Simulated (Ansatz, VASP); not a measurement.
# TiB in VASP and in Ansatz

The input POSCAR:

```
TiB
1.0
    2.3776518988      2.3776518988      0.0000000000
   -2.3776518988      2.3776518988      0.0000000000
    0.0000000000      0.0000000000      4.7553037976
Ti B
2 2
Direct
    0.5000000000      0.0000000000      0.2500000000
    0.0000000000      0.5000000000      0.7500000000
    0.0000000000      0.0000000000      0.0000000000
    0.5000000000      0.5000000000      0.5000000000
```

The input INCAR.step1:

```
SYSTEM = TiB
PREC = Accurate
ENCUT = 520
ISMEAR = 0
SIGMA = 0.1
LREAL = .FALSE.
LASPH = .TRUE.
NELM = 100
NBANDS = 23
GGA = PE
ALGO = Normal
EDIFF = 1E-4
LWAVE = .TRUE.
LCHARG = .FALSE.
```

INCAR.step2

```
SYSTEM = TiB
PREC = Accurate
ENCUT = 520
EDIFF = 1E-6
ISMEAR = 0
SIGMA = 0.1
LREAL = .FALSE.
LASPH = .TRUE.
NELM = 100
ALGO = Normal
ISIF = 2
LWAVE = .FALSE.
LCHARG = .TRUE.
METAGGA = R2SCAN
LMIXTAU = .TRUE.
LELF = .TRUE.
LVHAR = .TRUE.
NBANDS = 23
ISTART = 1
```

The input KPOINTS:

```
Automatic mesh
0
G
  16 16 10
  0 0 0
```

Input for Ansatz:

```yaml
crystal:
  lattice:
    - [2.3776518988, 2.3776518988, 0.0]
    - [-2.3776518988, 2.3776518988, 0.0]
    - [0.0, 0.0, 4.7553037976]
  atoms:
    - { symbol: Ti, position: [0.5, 0.0, 0.25] }
    - { symbol: Ti, position: [0.0, 0.5, 0.75] }
    - { symbol: B, position: [0.0, 0.0, 0.0] }
    - { symbol: B, position: [0.5, 0.5, 0.5] }
basis:
  ecutwfc: 500
kpoints:
  mp_grid: { grid: [16, 16, 10] }
hamiltonian:
  xc: r2scan
scf:
  occupations: { method: gaussian, width: 0.1 }
output:
  forces: true
  stress: true
  eigenvalues: true
```

Change from the starting cell: equal strain along all axes, cell held, atoms relaxed: -4.0 %.

Alike in both runs: task single point; functional r2SCAN; k mesh 16 × 16 × 10; occupations gaussian, width 0.1 eV; no spin polarisation.

```csv
,VASP,Ansatz
version,VASP 6.6.1,Ansatz 0.2.0
potentials or method,"VASP PAW PBE potentials, release 64 (Ti_sv, B), cutoff 520 eV","scalar-relativistic, plane waves, PAW"
valence electrons in the cell,30,30
```

Ansatz gave:

| Property | Result |
| --- | --- |
| gap on the k mesh at the Fermi level (eV) | none |
| pressure (GPa) | 16.0 |

Q: Estimate VASP's values.

A: gap on the k mesh at the Fermi level (eV): none; pressure (GPa): 16.3.

VASP's potentials were made for PBE, not for r2SCAN. A gap of «none» marks a metal or a gap that the smearing closes.
